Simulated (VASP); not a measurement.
Wanted: the native input for a VASP 6.6.1 run.

- Task: single point
- Functional: PBEsol
- Potentials or basis: VASP PAW PBE potentials, release 64 (Ba_sv, Zr_sv, O)
- Cutoff: 520 eV
- k mesh: 1 × 2 × 2
- Occupations: gaussian, width 0.01 eV
- Spin: no spin polarisation
- Dipole correction: no
- Further INCAR settings: ALGO = Normal; EDIFF = 1e-06; NBANDS = 51

The structure of BaZrO3 lies in POSCAR:

```
BaZrO3
1.0
    8.3826800000      0.0000000000      0.0000000000
    0.0000000000      4.1913400000      0.0000000000
    0.0000000000      0.0000000000      4.1913400000
Ba Zr O
2 2 6
Direct
    0.0005733250      0.0008236030      0.0001829964
    0.5021952407     -0.0018688534     -0.0002581513
    0.2477568033      0.4970579815      0.5006721001
    0.7492323457      0.5015069166      0.4974089432
   -0.0025723277      0.5095773667      0.5014231725
    0.2467581967     -0.0016822782      0.5043067372
    0.2503689751      0.5005053277      0.0070540686
    0.4994353834      0.5062054140      0.4978834931
    0.7536651763      0.0033328243      0.5003574036
    0.7457481378      0.4992164797      0.0005611571
```

The input as run:

INCAR

```
SYSTEM = BaZrO3
  ALGO = Normal
  EDIFF = 1E-6
  ENCUT = 520
  GGA = PS
  GGA_COMPAT = .FALSE.
  ISIF = 2
  ISMEAR = 0
  LASPH = .TRUE.
  LCHARG = .FALSE.
  LREAL = .FALSE.
  LWAVE = .FALSE.
  NBANDS = 51
  NELM = 120
  PREC = Accurate
  SIGMA = 0.01
```

KPOINTS

```
k-points
0
G
  1 2 2
  0 0 0
```

Potentials or basis: VASP PAW PBE potentials, release 64 (Ba_sv, Zr_sv, O).

Run with:

```console
$ cat potpaw_PBE.64/Ba_sv/POTCAR potpaw_PBE.64/Zr_sv/POTCAR potpaw_PBE.64/O/POTCAR > POTCAR
$ mpirun -np 1 vasp_std > vasp.out
```

It gave:

```json
{"Pressure": "1.7 GPa", "Largest force": "0.316 eV/Å", "Band gap on the k mesh": "2.91 eV"}
```

Caveat: the k points lie up to 0.75 Å⁻¹ apart; the PAW data sets were made with another functional, which shifts forces and pressure a little; spin-orbit coupling is left out, which moves the levels of the heavy elements; an odd mesh through Γ misses points on the zone boundary, where band edges can lie.

It took 23 s on 1 thread of Intel(R) Xeon(R) Platinum 8559C (Emerald Rapids), with other jobs on the host, peak memory 0.24 GiB.
